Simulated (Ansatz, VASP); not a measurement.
**La in VASP and in Ansatz**

Contents of INCAR:

```
SYSTEM = La
PREC     = Accurate       ! precision mode
ENCUT    = 520            ! plane-wave cutoff, eV
EDIFF    = 1E-6           ! SCF threshold, eV
ISMEAR   = -1             ! smearing method
SIGMA    = 0.05           ! smearing width, eV
LREAL    = .False.        ! projectors in reciprocal space
LASPH    = .True.         ! aspherical terms in the spheres
NELM     = 80             ! most SCF steps
ALGO     = Fast           ! electronic algorithm
ISIF     = 2              ! what is computed and relaxed
LWAVE    = .False.        ! write WAVECAR
LCHARG   = .False.        ! write CHGCAR
GGA      = PS             ! functional
NBANDS   = 12             ! bands
```

Contents of KPOINTS:

```
Automatic mesh
0
Gamma
  9 9 9
  0 0 0
```

File POSCAR:

```
La
1.0
   -2.1095767417      2.1095767417      2.1095767417
    2.1095767417     -2.1095767417      2.1095767417
    2.1095767417      2.1095767417     -2.1095767417
La
1
Direct
    0.0000000000      0.0000000000      0.0000000000
```

The input input.yaml:

```yaml
crystal:
  lattice:
    - [-2.1095767417, 2.1095767417, 2.1095767417]
    - [2.1095767417, -2.1095767417, 2.1095767417]
    - [2.1095767417, 2.1095767417, -2.1095767417]
  atoms:
    - { symbol: La, position: [0.0, 0.0, 0.0] }
hamiltonian:
  xc: pbesol
  pseudopotentials: { kind: paw }
kpoints:
  mp_grid: { grid: [9, 9, 9] }
scf:
  occupations: { method: fermi_dirac, width: 0.05 }
output:
  forces: true
  stress: true
  eigenvalues: true
  write_density: true
  write_potential: true
  elf: true
  volumetric_format: npy
```

Alike in both runs: task single point; functional PBEsol; k mesh 9 × 9 × 9; occupations fermi-dirac, width 0.05 eV; no spin polarisation.

|  | VASP | Ansatz |
| --- | --- | --- |
| version | VASP 6.6.1 | Ansatz 0.2.0 |
| potentials or method | VASP PAW PBE potentials, release 64 (La) | Ansatz PAW |
| plane-wave cutoff (eV) | 520 | 420 |
| valence electrons in the cell | 11 | 11 |

|  | VASP | Ansatz | Ansatz less VASP |
| --- | --- | --- | --- |
| gap on the k mesh at the Fermi level (eV) | none | none | - |
| pressure (GPa) | -2.1 | -2.1 | -0.04 |

VASP's potentials were made for PBE, not for PBEsol. A gap of «none» marks a metal or a gap that the smearing closes.

Spin-orbit coupling is off throughout.
